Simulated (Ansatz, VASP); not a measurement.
## Two plane-wave programs on CoO

Contents of INCAR:

```
SYSTEM = CoO
ALGO = Normal ; EDIFF = 1E-6
ENCUT = 520 ; GGA = PE
ISIF = 2 ; ISMEAR = 0
ISPIN = 2 ; LASPH = .TRUE.
LCHARG = .FALSE. ; LDAU = .TRUE.
LDAUJ = 0 0 ; LDAUL = 2 -1
LDAUPRINT = 1 ; LDAUTYPE = 2
LDAUU = 3.32 0 ; LMAXMIX = 4
LORBIT = 11 ; LREAL = .FALSE.
LWAVE = .FALSE. ; MAGMOM = 2.79 0.28
NBANDS = 18 ; NELM = 150
PREC = Accurate ; SIGMA = 0.1
```

File KPOINTS:

```
k-points
0
G
  16 16 16
  0 0 0
```

The input POSCAR:

```
CoO
1.0
    0.0000000000      2.2044322861      2.2044322861
    2.2044322861      0.0000000000      2.2044322861
    2.2044322861      2.2044322861      0.0000000000
Co O
1 1
Direct
    0.0000000000      0.0000000000      0.0000000000
    0.5000000000      0.5000000000      0.5000000000
```

Input for Ansatz:

```yaml
crystal:
  lattice:
    - [0.0, 2.2044322861, 2.2044322861]
    - [2.2044322861, 0.0, 2.2044322861]
    - [2.2044322861, 2.2044322861, 0.0]
  atoms:
    - { symbol: Co, position: [0.0, 0.0, 0.0], spin: 2.79 }
    - { symbol: O, position: [0.5, 0.5, 0.5], spin: 0.28 }
basis:
  ecutwfc: 420
kpoints:
  mp_grid: { grid: [16, 16, 16] }
hamiltonian:
  xc: pbe
  hubbard: { sites: [{ species: Co, l: d, u_eff: 3.32 }] }
scf:
  occupations: { method: gaussian, width: 0.1 }
output:
  forces: true
  stress: true
  eigenvalues: true
  populations: true
magnetization:
  spin_polarized: true
```

Alike in both runs: task single point; functional PBE; k mesh 16 × 16 × 16; occupations gaussian, width 0.1 eV; collinear spin; Hubbard terms Co d U = 3.32 eV.

|  | VASP | Ansatz |
| --- | --- | --- |
| version | VASP 6.6.1 | Ansatz 0.2.0 |
| potentials or method | VASP PAW PBE potentials, release 64 (Co, O), cutoff 520 eV | scalar-relativistic, plane waves, PAW |
| valence electrons in the cell | 15 | 23 |

|  | VASP | Ansatz | Ansatz less VASP |
| --- | --- | --- | --- |
| pressure (GPa) | -15.9 | -8.5 | +7.42 |
| net moment per atom (μB) | 1.50 | 1.50 | 0.000 |
| size of the moment on the site where the two differ most (μB) | 2.73 | 2.64 | -0.097 |

Site moments also hang on the region over which each program counts them. The programs project onto different local orbitals, so the same U acts differently, and such runs can settle in different states. VASP's potentials hold 15 valence electrons a cell and Ansatz's 23, so a difference there can come from the potentials and not from the codes. Ansatz's warnings: look outside group, minimisation memory short, reached outside group.
